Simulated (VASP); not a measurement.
Here is a VASP 6.6.1 calculation.

INCAR

```
SYSTEM = SiC
  PREC = Accurate
  ENCUT = 520
  EDIFF = 1E-6
  ISMEAR = -1
  SIGMA = 0.05
  LREAL = .False.
  LASPH = .True.
  NELM = 100
  ALGO = Normal
  ISIF = 2
  LWAVE = .False.
  LCHARG = .False.
  GGA = PE
  NBANDS = 11
```

The input KPOINTS:

```
Automatic mesh
0
Gamma
  16 16 16
  0 0 0
```

The input POSCAR:

```
SiC
1.0
    2.2856126345      0.0000000000      0.0000000000
    0.0000000000      2.2856126345      0.0000000000
    0.0000000000      0.0000000000      2.2856126345
Si C
1 1
Direct
    0.0000000000      0.0000000000      0.0000000000
    0.5000000000      0.5000000000      0.5000000000
```

Potentials or basis: VASP PAW PBE potentials, release 64 (Si, C).

Command:

```console
$ cat potpaw_PBE.64/Si/POTCAR potpaw_PBE.64/C/POTCAR > POTCAR
$ mpirun -np 1 vasp_std > vasp.out
```

Question: What does it give for the band gap on the k mesh?

Answer: Zero (band 4 reaches 19.91 eV, above the bottom of band 5 at 15.47 eV).

Question: What does it give for the pressure?

Answer: 190.1 GPa.
